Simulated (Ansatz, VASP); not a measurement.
NaCl: VASP beside Ansatz

The input INCAR:

```
SYSTEM = NaCl
PREC     = Accurate       ! precision mode
ENCUT    = 500            ! plane-wave cutoff, eV
EDIFF    = 1E-7           ! SCF threshold, eV
ISMEAR   = -1             ! smearing method
SIGMA    = 0.05           ! smearing width, eV
LREAL    = .FALSE.        ! projectors in reciprocal space
LASPH    = .TRUE.         ! aspherical terms in the spheres
NELM     = 120            ! most SCF steps
ALGO     = Normal         ! electronic algorithm
ISIF     = 3              ! what is computed and relaxed
LWAVE    = .FALSE.        ! write WAVECAR
LCHARG   = .FALSE.        ! write CHGCAR
GGA      = PS             ! functional
IVDW     = 12             ! dispersion correction
IBRION   = 2              ! ionic algorithm
NSW      = 80             ! ionic steps
EDIFFG   = -0.02          ! ionic threshold
GGA_COMPAT= .FALSE.      
NELMIN   = 4
```

Contents of KPOINTS:

```
regular mesh
0
G
  8 8 8
  0 0 0
```

Contents of POSCAR:

```
NaCl
1.0
    3.5021900000      0.0000000000      0.0000000000
    0.0000000000      3.5021900000      0.0000000000
    0.0000000000      0.0000000000      3.5021900000
Cl Na
1 1
Direct
    0.5000000000      0.5000000000      0.5000000000
    0.0000000000      0.0000000000      0.0000000000
```

The input input.yaml:

```yaml
crystal:
  lattice:
    - [3.50219, 0.0, 0.0]
    - [0.0, 3.50219, 0.0]
    - [0.0, 0.0, 3.50219]
  atoms:
    - { symbol: Cl, position: [0.5, 0.5, 0.5] }
    - { symbol: Na, position: [0.0, 0.0, 0.0] }
kpoints:
  mp_grid: { grid: [8, 8, 8] }
scf:
  occupations: { method: fermi_dirac, width: 0.05 }
hamiltonian:
  xc: pbesol
  dispersion: d3bj
  pseudopotentials: { kind: all_electron, lapw: { basis_error: 0.001 } }
output:
  forces: true
  stress: true
relax:
  f_tol: 0.02
  max_steps: 60
  cell: {}
```

Alike in both runs: task relaxation of cell and atoms; functional PBEsol; dispersion D3(BJ); k mesh 8 × 8 × 8; occupations fermi-dirac, width 0.05 eV; no spin polarisation.

```csv
,VASP,Ansatz
version,VASP 6.6.1,Ansatz 0.2.0
potentials or method,"VASP PAW PBE potentials, release 64 (Cl, Na_pv), cutoff 500 eV","all-electron LAPW, scalar-relativistic"
```

|  | VASP | Ansatz | Ansatz less VASP |
| --- | --- | --- | --- |
| relaxed volume (Å³/atom) | 19.31 | 19.32 | +0.008 |
| relaxed cell length with the largest relative difference (Å) | 3.380 | 3.381 | +0.0005 |

VASP's potentials were made for PBE, not for PBEsol. Ansatz ran all-electron here, and VASP with PAW potentials.
